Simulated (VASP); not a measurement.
# Zn (Pm-3m) in VASP: single point with LDA

Aim: the single point of Zn with LDA.

Program: VASP 6.6.1. These are calculated values, not measurements. Logs are shortened: lines on timing, memory, paths and dates and some standing lists are left out, and cuts for length are marked.

## (1) The cell of the first run

It takes space group Pm-3m (No. 221, cubic). Conventional cell: a = 2.527 Å, b = 2.527 Å, c = 2.527 Å, α = 90.00°, β = 90.00°, γ = 90.00°. Within 3.3 Å of Zn (site symmetry m-3m) lie 6 Zn at 2.53 Å.

## (2) Single point, LDA

Input file INCAR:

```
SYSTEM = Zn
ALGO     = Normal         ! electronic algorithm
EDIFF    = 1E-7           ! SCF threshold, eV
ENCUT    = 520            ! plane-wave cutoff, eV
GGA      = CA             ! functional
ISIF     = 2              ! what is computed and relaxed
ISMEAR   = -1             ! smearing method
LASPH    = .TRUE.         ! aspherical terms in the spheres
LCHARG   = .FALSE.        ! write CHGCAR
LREAL    = .FALSE.        ! projectors in reciprocal space
LWAVE    = .FALSE.        ! write WAVECAR
NBANDS   = 12             ! bands
NELM     = 100            ! most SCF steps
PREC     = Accurate       ! precision mode
SIGMA    = 0.13605693000000002 ! smearing width, eV
```

Input file KPOINTS:

```
k-points
0
G
  13 13 13
  0 0 0
```

Input file POSCAR:

```
Zn
1.0
    2.5271181129      0.0000000000      0.0000000000
    0.0000000000      2.5271181129      0.0000000000
    0.0000000000      0.0000000000      2.5271181129
Zn
1
Direct
    0.0000000000      0.0000000000      0.0000000000
```

Potentials or basis: VASP PAW LDA potentials, release 64 (Zn).

Launch:

```bash
$ cat potpaw_LDA.64/Zn/POTCAR > POTCAR
$ mpirun -np 1 vasp_std > vasp.out
```

OUTCAR:

```text
SYSTEM = Zn
   EDIFF = 1E-7
   ENCUT = 520
   GGA = CA
   ISIF = 2
   ISMEAR = -1
   LASPH = .TRUE.
   LREAL = .FALSE.
   NELM = 100
   PREC = Accurate

 ion  position               nearest neighbor table
   1  0.000  0.000  0.000-

  LATTYP: Found a simple cubic cell.
 ALAT       =     2.5271181129

  Lattice vectors:

 A1 = (   2.5271181129,   0.0000000000,   0.0000000000)
 A2 = (   0.0000000000,   2.5271181129,   0.0000000000)
 A3 = (   0.0000000000,   0.0000000000,   2.5271181129)

Analysis of symmetry for initial positions (statically):
=====================================================================
 Subroutine PRICEL returns:
 Original cell was already a primitive cell.

 Routine SETGRP: Setting up the symmetry group for a
 simple cubic supercell.

 Subroutine GETGRP returns: Found 48 space group operations
 (whereof 48 operations were pure point group operations)
 out of a pool of 48 trial point group operations.

The static configuration has the point symmetry O_h .

Analysis of symmetry for dynamics (positions and initial velocities):
=====================================================================
 Subroutine PRICEL returns:
 Original cell was already a primitive cell.

 Routine SETGRP: Setting up the symmetry group for a
 simple cubic supercell.

 Subroutine GETGRP returns: Found 48 space group operations
 (whereof 48 operations were pure point group operations)
 out of a pool of 48 trial point group operations.

The dynamic configuration has the point symmetry O_h .

 Subroutine INISYM returns: Found 48 space group operations
 (whereof 48 operations are pure point group operations),
 and found     1 'primitive' translations

----------------------------------------------------------------------------------------

                                     Primitive cell

  volume of cell :      16.1390

  direct lattice vectors                    reciprocal lattice vectors
     2.527118113  0.000000000  0.000000000     0.395707662  0.000000000  0.000000000
     0.000000000  2.527118113  0.000000000     0.000000000  0.395707662  0.000000000
     0.000000000  0.000000000  2.527118113     0.000000000  0.000000000  0.395707662

  length of vectors
     2.527118113  2.527118113  2.527118113     0.395707662  0.395707662  0.395707662

  position of ions in fractional coordinates (direct lattice)
     0.000000000  0.000000000  0.000000000

  ion indices of the primitive-cell ions
   primitive index   ion index
                 1           1

----------------------------------------------------------------------------------------

 KPOINTS: k-points

Automatic generation of k-mesh.
 Grid dimensions read from file:
 generate k-points for:   13   13   13

 Generating k-lattice:

  Cartesian coordinates                     Fractional coordinates (reciprocal lattice)
     0.030439051  0.000000000  0.000000000     0.076923077  0.000000000  0.000000000
     0.000000000  0.030439051  0.000000000     0.000000000  0.076923077  0.000000000
     0.000000000  0.000000000  0.030439051     0.000000000  0.000000000  0.076923077

  Length of vectors
     0.030439051  0.030439051  0.030439051

  Shift w.r.t. Gamma in fractional coordinates (k-lattice)
     0.000000000  0.000000000  0.000000000

 Subroutine IBZKPT returns following result:
 ===========================================

 Found     84 irreducible k-points:

 Following reciprocal coordinates:
            Coordinates               Weight
  0.000000  0.000000  0.000000      1.000000
  0.076923  0.000000  0.000000      6.000000
  0.153846  0.000000  0.000000      6.000000
  0.230769  0.000000  0.000000      6.000000
  0.307692  0.000000  0.000000      6.000000
  0.384615  0.000000  0.000000      6.000000
[... 16 lines left out ...]
  0.307692  0.307692  0.000000     12.000000
  0.384615  0.307692  0.000000     24.000000
 [... further k-points ...]
   k-points           NKPTS =     84   k-points in BZ     NKDIM =     84   number of bands    NBANDS=     12
   number of dos      NEDOS =    301   number of ions     NIONS =      1
   total plane-waves  NPLWV =   8000
   dimension x,y,z NGX =    20 NGY =   20 NGZ =   20
   dimension x,y,z NGXF=    40 NGYF=   40 NGZF=   40
   ions per type =               1
   NGX,Y,Z   is equivalent  to a cutoff of  13.16, 13.16, 13.16 a.u.
   NGXF,Y,Z  is equivalent  to a cutoff of  26.31, 26.31, 26.31 a.u.
 SYSTEM =  Zn
   PREC   = accura    normal or accurate (medium, high low for compatibility)
   ISTART =      0    job   : 0-new  1-cont  2-samecut
   ICHARG =      2    charge: 1-file 2-atom 10-const
   ISPIN  =      1    spin polarized calculation?
   LNONCOLLINEAR =      F non collinear calculations
   LSORBIT =      F    spin-orbit coupling
   LASPH  =      T    aspherical Exc in radial PAW
   ENCUT  =  520.0 eV  38.22 Ry    6.18 a.u.   4.70  4.70  4.70*2*pi/ulx,y,z
   NELM   =    100;   NELMIN=  2; NELMDL= -5     # of ELM steps
   EDIFF  = 0.1E-06   stopping-criterion for ELM
   LREAL  =      F    real-space projection
   EDIFFG = 0.1E-05   stopping-criterion for IOM
   NSW    =      0    number of steps for IOM
   IBRION =     -1    ionic relax: 0-MD 1-quasi-New 2-CG
   NFREE  =      0    steps in history (QN), initial steepest desc. (CG)
   ISIF   =      2    stress and relaxation
   ISYM   =      2    0-nonsym 1-usesym 2-fastsym
   POTIM  = 0.5000    time-step for ionic-motion
   TEBEG  =    0.0;   TEEND  =   0.0 temperature during run
   PSTRESS=    0.0 pullay stress
   NELECT =      12.0000    total number of electrons
   NUPDOWN=      -1.0000    fix difference up-down
   EMIN   =  10.00;   EMAX   =-10.00  energy-range for DOS
   EFERMI =   0.00;   METHOD = LEGACY
   ISMEAR =    -1;   SIGMA  =   0.14  broadening in eV -4-tet -1-fermi 0-gaus
   EFERMI_NEDOS =   21; number of points for ismear=-14 and -15
   IALGO  =     38    algorithm
   IMIX   =      4    mixing-type and parameters
     AMIX     =   0.40;   BMIX     =  1.00
     AMIX_MAG =   1.60;   BMIX_MAG =  1.00
  volume/ion in A,a.u.               =      16.14       108.91
  Fermi-wavevector in a.u.,A,eV,Ry     =   1.483120  2.802691 29.927997  2.199646
  Thomas-Fermi vector in A             =   2.596821
   LORBIT       =      0    0 simple, 1 ext, 2 COOP (PROOUT), +10 PAW based schemes
   GGA     = CA    functional components
   LHFCALC =     F    Hartree Fock is set to
   AEXX    =    0.0000 exact exchange contribution
   IVDW    =     0    specifies the selected vdW correction
   LEPSILON=     F    determine dielectric tensor
   LRPA    =     F    only Hartree local field effects (RPA)
 non-spin polarized calculation
  energy-cutoff  :      520.00
  volume of cell :       16.14
 maximum number of plane-waves:       461
 NGX is ok and might be reduce to    20
   NGX =  9   NGY =  9   NGZ =  9

 number of electron      12.0000019 magnetization

 Free energy of the ion-electron system (eV)
  ---------------------------------------------------
  ext. energy  EPLUGINS =         0.00000000
  ---------------------------------------------------
  free energy    TOTEN  =        -1.59715812 eV

  energy without entropy =       -1.57873576  energy(sigma->0) =       -1.58794694

 E-fermi :   2.2886     XC(G=0): -11.5007

 val. band max:        2.1706187875   @ k =   0.3846   0.3846   0.3077
 cond. band min:       2.2932846017   @ k =   0.4615   0.3077   0.0000
 fundamental gap:      0.1226658142
 Fermi energy:         2.2885961921

 k-point     1 :       0.0000    0.0000    0.0000
  band No.  band energies     occupation
      1      -7.5252      2.00000
      2      -6.0897      2.00000
      3      -6.0897      2.00000
      4      -4.6516      2.00000
      5      -4.6516      2.00000
      6      -4.6516      2.00000
      7      15.4132      0.00000
      8      15.4132      0.00000
      9      15.4132      0.00000
     10      18.5477      0.00000
     11      18.5477      0.00000
     12      21.8243      0.00000

 k-point     2 :       0.0769    0.0000    0.0000
  band No.  band energies     occupation
      1      -7.3835      2.00000
      2      -6.0808      2.00000
      3      -6.0456      2.00000
      4      -4.6766      2.00000
      5      -4.6766      2.00000
      6      -4.6495      2.00000
      7      13.3896      0.00000
      8      15.5820      0.00000
      9      15.5820      0.00000
     10      18.6484      0.00000
     11      19.9517      0.00000
     12      22.7528      0.00000

 k-point     3 :       0.1538    0.0000    0.0000
  band No.  band energies     occupation
      1      -6.9849      2.00000
      2      -6.0562      2.00000
      3      -5.8943      2.00000
      4      -4.7454      2.00000
      5      -4.7454      2.00000
      6      -4.6437      2.00000
      7      10.4235      0.00000
      8      16.0800      0.00000
      9      16.0800      0.00000
     10      18.9531      0.00000
     11      20.8124      0.00000
     12      25.7661      0.00000

 k-point     4 :       0.2308    0.0000    0.0000
  band No.  band energies     occupation
      1      -6.4738      2.00000
      2      -6.0213      2.00000
      3      -5.5127      2.00000
      4      -4.8406      2.00000
      5      -4.8406      2.00000
      6      -4.6355      2.00000
      7       7.5442      0.00000
      8      16.8821      0.00000
      9      16.8821      0.00000
     10      19.4685      0.00000
     11      21.3268      0.00000
     12      29.4811      0.00000

 k-point     5 :       0.3077    0.0000    0.0000
  band No.  band energies     occupation
      1      -6.1319      2.00000
      2      -5.9840      2.00000
      3      -4.9398      2.00000
      4      -4.9398      2.00000
      5      -4.6514      2.00000
      6      -4.6269      2.00000
      7       4.8660      0.00000
      8      17.9426      0.00000
      9      17.9426      0.00000
     10      20.2049      0.00000
     11      21.8660      0.00000
     12      27.7778      0.00000
[... 228 lines left out ...]
      1      -5.8600      2.00000
      2      -5.5467      2.00000
      3      -5.2288      2.00000
      4      -4.9901      2.00000
      5      -4.7927      2.00000
      6      -2.1790      2.00000
      7       3.5772      0.00015
      8      11.2280      0.00000
      9      16.8321      0.00000
     10      20.6648      0.00000
     11      23.0535      0.00000
     12      27.5303      0.00000

 k-point    22 :       0.4615    0.2308    0.0000
  band No.  band energies     occupation
      1      -5.8306      2.00000
      2      -5.5784      2.00000
      3      -5.1868      2.00000
      4      -5.0331      2.00000
      5      -4.7870      2.00000
      6      -0.5469      2.00000
      7       1.4158      1.99673
      8      12.5037      0.00000
      9      15.0358      0.00000
     10      21.8022      0.00000
     11      23.9139      0.00000
     12      25.9038      0.00000

 k-point    23 :       0.3077    0.3077    0.0000
  band No.  band energies     occupation
      1      -5.8574      2.00000
      2      -5.6179      2.00000
      3      -5.0752      2.00000
      4      -4.9087      2.00000
      5      -4.8853      2.00000
      6      -2.5607      2.00000
      7       6.0299      0.00000
      8       8.3038      0.00000
      9      16.5599      0.00000
     10      20.4911      0.00000
     11      22.9438      0.00000
     12      29.3369      0.00000

 k-point    24 :       0.3846    0.3077    0.0000
  band No.  band energies     occupation
      1      -5.8110      2.00000
      2      -5.7265      2.00000
      3      -4.9738      2.00000
      4      -4.9020      2.00000
      5      -4.8838      2.00000
      6      -1.2700      2.00000
      7       4.3186      0.00000
      8       8.7731      0.00000
      9      14.3531      0.00000
     10      21.7610      0.00000
     11      23.8658      0.00000
     12      28.2407      0.00000

 [... further k-points ...]
[... 5 lines left out ...]
  --------------------------------------------------------------------------------------
  -------------------------------------------------------------------------------------
  Total        0.0153011      0.0153011      0.0153011      0.0000000      0.0000000     -0.0000000
  in kB        1.5189959      1.5189959      1.5189959      0.0000000      0.0000000     -0.0000000
  external PRESSURE =       1.5189959 kB  Pullay stress =       0.0000000 kB

 VOLUME and BASIS-vectors are now :
 -----------------------------------------------------------------------------
  energy-cutoff  :      520.00
  volume of cell :       16.14
      direct lattice vectors                 reciprocal lattice vectors
     2.527118113  0.000000000  0.000000000     0.395707662  0.000000000  0.000000000
     0.000000000  2.527118113  0.000000000     0.000000000  0.395707662  0.000000000
     0.000000000  0.000000000  2.527118113     0.000000000  0.000000000  0.395707662

 POSITION                                       TOTAL-FORCE (eV/Angst)
 -----------------------------------------------------------------------------------
      0.00000      0.00000      0.00000         0.000000      0.000000      0.000000
 -----------------------------------------------------------------------------------
    total drift:                                0.000000      0.000000      0.000000

  FREE ENERGIE OF THE ION-ELECTRON SYSTEM (eV)
  ---------------------------------------------------
  free  energy   TOTEN  =        -1.5971581200 eV

  energy  without entropy=       -1.5787357589  energy(sigma->0) =       -1.58794694
```

Run time: 6.5 s. Hardware: 1 thread of Intel Xeon 6975P-C, shared host; peak memory 0.13 GiB.

Results:

| Property | Result |
| --- | --- |
| Free energy | -1.5972 eV |
| Pressure | 0.2 GPa |
| Band gap on the k mesh | zero (band 6 reaches 7.24 eV, above the bottom of band 7 at 0.24 eV) |

Levels at points of the mesh, in eV from the Fermi level:
```csv
k point,band 4,band 5,band 6,band 7,band 8,band 9
"(0.00, 0.00, 0.00)",-6.94,-6.94,-6.94,13.12,13.12,13.12
```
